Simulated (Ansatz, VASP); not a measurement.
**Two plane-wave programs on Zn4O**

```
CELL_PARAMETERS angstrom
4.78211 -2.04688 0.42637
4.78211 2.04688 0.42637
-2.04139 0.00000 3.49975
ATOMIC_POSITIONS crystal
Zn 0.87040 0.41983 0.87393
Zn 0.58017 0.12960 0.12607
Zn 0.42107 0.86954 0.41311
Zn 0.13046 0.57893 0.58689
O 0.99791 0.00209 0.00000
```

Change from the starting cell: species swapped into the OsO4 type (C2, No. 5).

Alike in both runs: functional PBE; k mesh 4 × 4 × 4; occupations gaussian, width 0.2 eV; no spin polarisation.

Ansatz relaxed the structure, and its values are those at the end. VASP's run is a single point on that final structure, the one shown.

|  | VASP | Ansatz |
| --- | --- | --- |
| version | VASP 6.6.1 | Ansatz 0.2.0 |
| potentials or method | VASP PAW PBE potentials, release 64 (Zn, O), cutoff 520 eV | scalar-relativistic, plane waves, PAW |
| valence electrons in the cell | 54 | 54 |

|  | VASP | Ansatz | Ansatz less VASP |
| --- | --- | --- | --- |
| gap on the k mesh at the Fermi level (eV) | none | none | - |
| pressure (GPa) | 0.3 | -0.2 | -0.49 |
| rms of the force components (eV/Å) | 0.018 | 0.015 | -0.0024 |

A gap of «none» marks a metal or a gap that the smearing closes. The functional is the same, so the differences come from potentials, cutoffs and numerics.

The k mesh is coarse, so the values compare programs but aren't converged.
